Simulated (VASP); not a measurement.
Here is a VASP 6.6.1 calculation.

INCAR

```
SYSTEM = Ti
PREC = Accurate ; ENCUT = 520
EDIFF = 1E-6 ; ISMEAR = 0
SIGMA = 0.15 ; LREAL = .False.
LASPH = .True. ; NELM = 60
ALGO = Fast ; ISIF = 2
LWAVE = .False. ; LCHARG = .True.
GGA = PE ; LELF = .True.
LVHAR = .True. ; NBANDS = 19
```

File KPOINTS:

```
regular mesh
0
Gamma
  18 18 10
  0 0 0
```

POSCAR

```
Ti
1.0
    2.9499978604      0.0774374438      0.0000000000
   -1.4079361366      2.5160543663      0.0000000000
    0.0000000000      0.0000000000      4.6860000000
Ti
2
Direct
    0.3333333333      0.6666666667      0.2500000000
    0.6666666667      0.3333333333      0.7500000000
```

Potentials or basis: VASP PAW PBE potentials, release 64 (Ti_sv).

The run is started by

```sh
$ cat potpaw_PBE.64/Ti_sv/POTCAR > POTCAR
$ mpirun -np 1 vasp_std > vasp.out
```

Problem. Estimate the band gap on the k mesh.

Solution. Zero (bands 12 and 13 overlap by 1.05 eV).

Problem. What does it give for the largest force?

Solution. 0.139 eV/Å.

Problem. Estimate the pressure.

Solution. -2.1 GPa.

Forces in eV/Å, atoms in the order of the input:
```
Ti  -0.139  0.010  0.000
Ti   0.139 -0.010  0.000
```

Caveat: the cell differs from its parent crystal (strain +0.0525 x Voigt [0, 0, 0, 0, 0, 1]).
